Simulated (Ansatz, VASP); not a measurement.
This is a calculation of SiC for Ansatz 0.2.0.

File input.yaml:

```yaml
crystal:
  lattice:
    - [3.0756941497, 0.0, 0.0]
    - [-1.5378470748, 2.6636292679, 0.0]
    - [0.0, 0.0, 10.07064648]
  atoms:
    - { symbol: Si, position: [0.0, 0.0, 0.18789438] }
    - { symbol: Si, position: [0.0, 0.0, 0.68789438] }
    - { symbol: Si, position: [0.3333333333, 0.6666666667, 0.43784198] }
    - { symbol: Si, position: [0.6666666667, 0.3333333333, 0.93784198] }
    - { symbol: C, position: [0.0, 0.0, 0.00046005] }
    - { symbol: C, position: [0.0, 0.0, 0.50046005] }
    - { symbol: C, position: [0.3333333333, 0.6666666667, 0.24980259] }
    - { symbol: C, position: [0.6666666667, 0.3333333333, 0.74980259] }
hamiltonian:
  xc: r2scan
  pseudopotentials: { kind: paw }
  dispersion: rvv10
kpoints:
  mp_grid: { grid: [10, 10, 3] }
scf:
  occupations: { method: fermi_dirac, width: 0.05 }
output:
  forces: true
  stress: true
relax:
  f_tol: 0.01
  max_steps: 40
  cell: { stress_tol: 0.05 }
```

Potentials or basis: Ansatz PAW.

Command:

```sh
$ ansatz run input.yaml --threads 2 --pin off --max-ram 5120MiB --backend cpu --events-out ev --progress --plain --runs-dir out
```

Q: Set up the same calculation for VASP 6.6.1. Potentials there: VASP PAW PBE potentials, release 64 (Si, C).

A: As run (the cutoff follows the program's own potentials):

The input POSCAR:

```
SiC
1.0
    3.0756941497      0.0000000000      0.0000000000
   -1.5378470748      2.6636292679      0.0000000000
    0.0000000000      0.0000000000     10.0706464800
Si C
4 4
Direct
    0.0000000000      0.0000000000      0.1878943800
    0.0000000000      0.0000000000      0.6878943800
    0.3333333333      0.6666666667      0.4378419800
    0.6666666667      0.3333333333      0.9378419800
    0.0000000000      0.0000000000      0.0004600500
    0.0000000000      0.0000000000      0.5004600500
    0.3333333333      0.6666666667      0.2498025900
    0.6666666667      0.3333333333      0.7498025900
```

INCAR.step1

```
PREC = Accurate
ENCUT = 600
ISMEAR = -1
SIGMA = 0.05
LREAL = False
LASPH = True
NELM = 100
GGA = PE
ALGO = Normal
EDIFF = 1E-4
LWAVE = True
LCHARG = False
```

INCAR.step2

```
PREC = Accurate
ENCUT = 600
EDIFF = 1E-6
ISMEAR = -1
SIGMA = 0.05
LREAL = False
LASPH = True
NELM = 100
ALGO = Normal
ISIF = 3
LWAVE = False
LCHARG = False
METAGGA = R2SCAN
LMIXTAU = True
LUSE_VDW = True
IVDW_NL = 2
BPARAM = 11.95
CPARAM = 0.0093
IBRION = 2
NSW = 60
EDIFFG = -0.01
ISTART = 1
```

Contents of KPOINTS:

```
regular mesh
0
Gamma
  10 10 3
```

Potentials or basis: VASP PAW PBE potentials, release 64 (Si, C).

Launch:

```console
$ cat potpaw_PBE.64/Si/POTCAR potpaw_PBE.64/C/POTCAR > POTCAR
$ cp INCAR.step1 INCAR
$ mpirun -np 1 vasp_std > vasp.out
$ cp INCAR.step2 INCAR
$ mpirun -np 1 vasp_std > vasp.out
```

Both were run:

|  | VASP | Ansatz | Ansatz less VASP |
| --- | --- | --- | --- |
| relaxed volume (Å³/atom) | 10.29 | 10.30 | +0.014 |
| relaxed cell length with the largest relative difference (Å) | 3.073 | 3.075 | +0.0014 |

VASP's potentials were made for PBE, not for r2SCAN.

Noted on Ansatz's run: odd divisions of the mesh miss points on the zone boundary, where band edges often lie, so the gap on the mesh can be too wide; the plane-wave basis is chosen anew once the cell has moved, so the energies of steps on either side of that aren't comparable.
